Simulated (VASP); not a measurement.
Crystal: LiF (Griceite).

```xyz
2
Lattice="0.0000 2.0140 2.0140 2.0140 0.0000 2.0140 2.0140 2.0140 0.0000" Properties=species:S:1:pos:R:3 pbc="T T T"
F     2.0140    2.0140    2.0140
Li    0.0000    0.0000    0.0000
```

Base run:

| Item | Value |
| --- | --- |
| Program | VASP 6.6.1 |
| Functional | LDA |
| Potentials or basis | VASP PAW LDA potentials, release 64 (F, Li_sv) |
| Cutoff | 520 eV |
| k mesh | 11 × 11 × 11 |
| Occupations | fermi-dirac, width 0.05 eV |
| Spin | no spin polarisation |

Its results: band gap on the k mesh 8.83 eV, direct.

Q: The run is repeated on the same cell with these changes: functional from LDA to PBE; potentials or basis from VASP PAW LDA potentials, release 64 (F, Li_sv) to VASP PAW PBE potentials, release 64 (F, Li_sv). What comes out?

A: Band gap on the k mesh 9.09 eV, direct.

A k mesh can miss the band edges.
